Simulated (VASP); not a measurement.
# As (Pm-3m) in VASP: notebook

As is run at these levels: PBEsol; tasks: single point, relaxation of cell and atoms.

Program: VASP 6.6.1. These are calculated values, not measurements. Logs are shortened: lines on timing, memory, paths and dates and some standing lists are left out, and cuts for length are marked.

## (1) The cell of the first run

Symmetry: Pm-3m, No. 221, cubic system. Conventional cell: a = 2.689 Å, b = 2.689 Å, c = 2.689 Å, α = 90.00°, β = 90.00°, γ = 90.00°. Within 3.5 Å of As (site symmetry m-3m) lie 6 As at 2.69 Å.

## (2) Single point, PBEsol

The input, INCAR:

```
ALGO     = Normal         # electronic algorithm
EDIFF    = 1E-6           # SCF threshold, eV
ENCUT    = 520            # plane-wave cutoff, eV
GGA      = PS             # functional
ISIF     = 2              # what is computed and relaxed
ISMEAR   = 0              # smearing method
LASPH    = True           # aspherical terms in the spheres
LCHARG   = False          # write CHGCAR
LREAL    = False          # projectors in reciprocal space
LWAVE    = False          # write WAVECAR
NBANDS   = 8              # bands
NELM     = 60             # most SCF steps
PREC     = Accurate       # precision mode
SIGMA    = 0.1            # smearing width, eV
```

The input, KPOINTS:

```
k-points
0
Gamma
  16 16 16
```

The input, POSCAR:

```
As
1.0
    2.6889366488      0.0000000000      0.0000000000
    0.0000000000      2.6889366488      0.0000000000
    0.0000000000      0.0000000000      2.6889366488
As
1
Direct
    0.5000000000      0.5000000000      0.5000000000
```

Potentials or basis: VASP PAW PBE potentials, release 64 (As).

Command:

```sh
$ cat potpaw_PBE.64/As/POTCAR > POTCAR
$ mpirun -np 1 vasp_std > vasp.out
```

OUTCAR:

```text
EDIFF = 1E-6
   ENCUT = 520
   GGA = PS
   ISIF = 2
   ISMEAR = 0
   LASPH = True
   LREAL = False
   NELM = 60
   PREC = Accurate

 ion  position               nearest neighbor table
   1  0.500  0.500  0.500-

  LATTYP: Found a simple cubic cell.
 ALAT       =     2.6889366488

  Lattice vectors:

 A1 = (   2.6889366488,   0.0000000000,   0.0000000000)
 A2 = (   0.0000000000,   2.6889366488,   0.0000000000)
 A3 = (   0.0000000000,   0.0000000000,   2.6889366488)

Analysis of symmetry for initial positions (statically):
=====================================================================
 Subroutine PRICEL returns:
 Original cell was already a primitive cell.

 Routine SETGRP: Setting up the symmetry group for a
 simple cubic supercell.

 Subroutine GETGRP returns: Found 48 space group operations
 (whereof 48 operations were pure point group operations)
 out of a pool of 48 trial point group operations.

The static configuration has the point symmetry O_h .

Analysis of symmetry for dynamics (positions and initial velocities):
=====================================================================
 Subroutine PRICEL returns:
 Original cell was already a primitive cell.

 Routine SETGRP: Setting up the symmetry group for a
 simple cubic supercell.

 Subroutine GETGRP returns: Found 48 space group operations
 (whereof 48 operations were pure point group operations)
 out of a pool of 48 trial point group operations.

The dynamic configuration has the point symmetry O_h .

 Subroutine INISYM returns: Found 48 space group operations
 (whereof 48 operations are pure point group operations),
 and found     1 'primitive' translations

----------------------------------------------------------------------------------------

                                     Primitive cell

  volume of cell :      19.4420

  direct lattice vectors                    reciprocal lattice vectors
     2.688936649  0.000000000  0.000000000     0.371894221  0.000000000  0.000000000
     0.000000000  2.688936649  0.000000000     0.000000000  0.371894221  0.000000000
     0.000000000  0.000000000  2.688936649     0.000000000  0.000000000  0.371894221

  length of vectors
     2.688936649  2.688936649  2.688936649     0.371894221  0.371894221  0.371894221

  position of ions in fractional coordinates (direct lattice)
     0.500000000  0.500000000  0.500000000

  ion indices of the primitive-cell ions
   primitive index   ion index
                 1           1

----------------------------------------------------------------------------------------

 KPOINTS: k-points

Automatic generation of k-mesh.
 Grid dimensions read from file:
 generate k-points for:   16   16   16

 Generating k-lattice:

  Cartesian coordinates                     Fractional coordinates (reciprocal lattice)
     0.023243389  0.000000000  0.000000000     0.062500000  0.000000000  0.000000000
     0.000000000  0.023243389  0.000000000     0.000000000  0.062500000  0.000000000
     0.000000000  0.000000000  0.023243389     0.000000000  0.000000000  0.062500000

  Length of vectors
     0.023243389  0.023243389  0.023243389

  Shift w.r.t. Gamma in fractional coordinates (k-lattice)
     0.000000000  0.000000000  0.000000000

 Subroutine IBZKPT returns following result:
 ===========================================

 Found    165 irreducible k-points:

 Following reciprocal coordinates:
            Coordinates               Weight
  0.000000  0.000000  0.000000      1.000000
  0.062500  0.000000  0.000000      6.000000
  0.125000  0.000000  0.000000      6.000000
  0.187500  0.000000  0.000000      6.000000
  0.250000  0.000000  0.000000      6.000000
  0.312500  0.000000  0.000000      6.000000
[... 16 lines left out ...]
  0.437500  0.125000  0.000000     24.000000
  0.500000  0.125000  0.000000     12.000000
 [... further k-points ...]
   k-points           NKPTS =    165   k-points in BZ     NKDIM =    165   number of bands    NBANDS=      8
   number of dos      NEDOS =    301   number of ions     NIONS =      1
   total plane-waves  NPLWV =   8000
   dimension x,y,z NGX =    20 NGY =   20 NGZ =   20
   dimension x,y,z NGXF=    40 NGYF=   40 NGZF=   40
   ions per type =               1
   NGX,Y,Z   is equivalent  to a cutoff of  12.37, 12.37, 12.37 a.u.
   NGXF,Y,Z  is equivalent  to a cutoff of  24.73, 24.73, 24.73 a.u.
 SYSTEM =  unknown system
   PREC   = accura    normal or accurate (medium, high low for compatibility)
   ISTART =      0    job   : 0-new  1-cont  2-samecut
   ICHARG =      2    charge: 1-file 2-atom 10-const
   ISPIN  =      1    spin polarized calculation?
   LNONCOLLINEAR =      F non collinear calculations
   LSORBIT =      F    spin-orbit coupling
   LASPH  =      T    aspherical Exc in radial PAW
   ENCUT  =  520.0 eV  38.22 Ry    6.18 a.u.   5.00  5.00  5.00*2*pi/ulx,y,z
   NELM   =     60;   NELMIN=  2; NELMDL= -5     # of ELM steps
   EDIFF  = 0.1E-05   stopping-criterion for ELM
   LREAL  =      F    real-space projection
   EDIFFG = 0.1E-04   stopping-criterion for IOM
   NSW    =      0    number of steps for IOM
   IBRION =     -1    ionic relax: 0-MD 1-quasi-New 2-CG
   NFREE  =      0    steps in history (QN), initial steepest desc. (CG)
   ISIF   =      2    stress and relaxation
   ISYM   =      2    0-nonsym 1-usesym 2-fastsym
   POTIM  = 0.5000    time-step for ionic-motion
   TEBEG  =    0.0;   TEEND  =   0.0 temperature during run
   PSTRESS=    0.0 pullay stress
   NELECT =       5.0000    total number of electrons
   NUPDOWN=      -1.0000    fix difference up-down
   EMIN   =  10.00;   EMAX   =-10.00  energy-range for DOS
   EFERMI =   0.00;   METHOD = LEGACY
   ISMEAR =     0;   SIGMA  =   0.10  broadening in eV -4-tet -1-fermi 0-gaus
   EFERMI_NEDOS =   21; number of points for ismear=-14 and -15
   IALGO  =     38    algorithm
   IMIX   =      4    mixing-type and parameters
     AMIX     =   0.40;   BMIX     =  1.00
     AMIX_MAG =   1.60;   BMIX_MAG =  1.00
  volume/ion in A,a.u.               =      19.44       131.20
  Fermi-wavevector in a.u.,A,eV,Ry     =   1.041080  1.967357 14.746652  1.083848
  Thomas-Fermi vector in A             =   2.175685
   LORBIT       =      0    0 simple, 1 ext, 2 COOP (PROOUT), +10 PAW based schemes
   GGA     = PS    functional components
   LHFCALC =     F    Hartree Fock is set to
   AEXX    =    0.0000 exact exchange contribution
   IVDW    =     0    specifies the selected vdW correction
   LEPSILON=     F    determine dielectric tensor
   LRPA    =     F    only Hartree local field effects (RPA)
 non-spin polarized calculation
 Gauss-broadening in eV      SIGMA  =   0.10
  energy-cutoff  :      520.00
  volume of cell :       19.44
 maximum number of plane-waves:       552
 NGX is ok and might be reduce to    20
   NGX =  9   NGY =  9   NGZ =  9

 number of electron       5.0000001 magnetization

 Free energy of the ion-electron system (eV)
  ---------------------------------------------------
  ext. energy  EPLUGINS =         0.00000000
  ---------------------------------------------------
  free energy    TOTEN  =        -5.03510363 eV

  energy without entropy =       -5.03405631  energy(sigma->0) =       -5.03457997

 E-fermi :   6.0010     XC(G=0): -10.6293

 val. band max:        5.9825247814   @ k =   0.1875   0.1875   0.1250
 cond. band min:       6.1452055615   @ k =   0.4375   0.2500   0.0000
 fundamental gap:      0.1626807800
 Fermi energy:         6.0010129621

 k-point     1 :       0.0000    0.0000    0.0000
  band No.  band energies     occupation
      1      -9.1471      2.00000
      2      10.2058      0.00000
      3      10.2058      0.00000
      4      10.2058      0.00000
      5      14.5143      0.00000
      6      14.5143      0.00000
      7      16.5389      0.00000
      8      31.1534      0.00000

 k-point     2 :       0.0625    0.0000    0.0000
  band No.  band energies     occupation
      1      -9.0737      2.00000
      2       9.2020      0.00000
      3      10.2710      0.00000
      4      10.2710      0.00000
      5      14.5798      0.00000
      6      15.2533      0.00000
      7      16.9961      0.00000
      8      29.8910      0.00000

 k-point     3 :       0.1250    0.0000    0.0000
  band No.  band energies     occupation
      1      -8.8550      2.00000
      2       7.3309      0.00000
      3      10.4630      0.00000
      4      10.4630      0.00000
      5      14.7749      0.00000
      6      15.9720      0.00000
      7      18.7123      0.00000
      8      27.9957      0.00000

 k-point     4 :       0.1875    0.0000    0.0000
  band No.  band energies     occupation
      1      -8.4956      2.00000
      2       5.3713      2.00000
      3      10.7711      0.00000
      4      10.7711      0.00000
      5      15.0940      0.00000
      6      16.4563      0.00000
      7      21.0539      0.00000
      8      26.1601      0.00000

 k-point     5 :       0.2500    0.0000    0.0000
  band No.  band energies     occupation
      1      -8.0058      2.00000
      2       3.5077      2.00000
      3      11.1737      0.00000
      4      11.1737      0.00000
      5      15.5250      0.00000
      6      17.0006      0.00000
      7      23.2139      0.00000
      8      24.4849      0.00000
[... 177 lines left out ...]
 k-point    22 :       0.3750    0.1250    0.0000
  band No.  band energies     occupation
      1      -6.4629      2.00000
      2       0.6479      2.00000
      3       9.4245      0.00000
      4      12.3373      0.00000
      5      17.1432      0.00000
      6      18.0258      0.00000
      7      21.3410      0.00000
      8      22.1156      0.00000

 k-point    23 :       0.4375    0.1250    0.0000
  band No.  band energies     occupation
      1      -5.8808      2.00000
      2      -0.4121      2.00000
      3       9.8502      0.00000
      4      12.6846      0.00000
      5      16.5744      0.00000
      6      18.4357      0.00000
      7      21.3400      0.00000
      8      21.6072      0.00000

 k-point    24 :       0.5000    0.1250    0.0000
  band No.  band energies     occupation
      1      -5.6245      2.00000
      2      -0.8283      2.00000
      3      10.0213      0.00000
      4      12.8182      0.00000
      5      16.3048      0.00000
      6      18.6981      0.00000
      7      21.0634      0.00000
      8      21.5954      0.00000

 [... further k-points ...]
[... 5 lines left out ...]
  --------------------------------------------------------------------------------------
  -------------------------------------------------------------------------------------
  Total        0.0389909      0.0389909      0.0389909      0.0000000      0.0000000      0.0000000
  in kB        3.2131572      3.2131572      3.2131572      0.0000000      0.0000000      0.0000000
  external PRESSURE =       3.2131572 kB  Pullay stress =       0.0000000 kB

 VOLUME and BASIS-vectors are now :
 -----------------------------------------------------------------------------
  energy-cutoff  :      520.00
  volume of cell :       19.44
      direct lattice vectors                 reciprocal lattice vectors
     2.688936649  0.000000000  0.000000000     0.371894221  0.000000000  0.000000000
     0.000000000  2.688936649  0.000000000     0.000000000  0.371894221  0.000000000
     0.000000000  0.000000000  2.688936649     0.000000000  0.000000000  0.371894221

 POSITION                                       TOTAL-FORCE (eV/Angst)
 -----------------------------------------------------------------------------------
      1.34447      1.34447      1.34447         0.000000      0.000000      0.000000
 -----------------------------------------------------------------------------------
    total drift:                                0.000000     -0.000000      0.000000

  FREE ENERGIE OF THE ION-ELECTRON SYSTEM (eV)
  ---------------------------------------------------
  free  energy   TOTEN  =        -5.0351036303 eV

  energy  without entropy=       -5.0340563124  energy(sigma->0) =       -5.03457997
```

Run time: 9.8 s. Hardware: 1 thread of Intel Xeon Platinum 8259CL at 2.50GHz (Skylake/Cascade Lake), shared host; peak memory 0.14 GiB.

What came out:

* Free energy: -5.0351 eV
* Pressure: 0.3 GPa

Caveat: the PAW data sets were made with another functional, which shifts forces and pressure a little.

(Continued in part 2 of 2.)
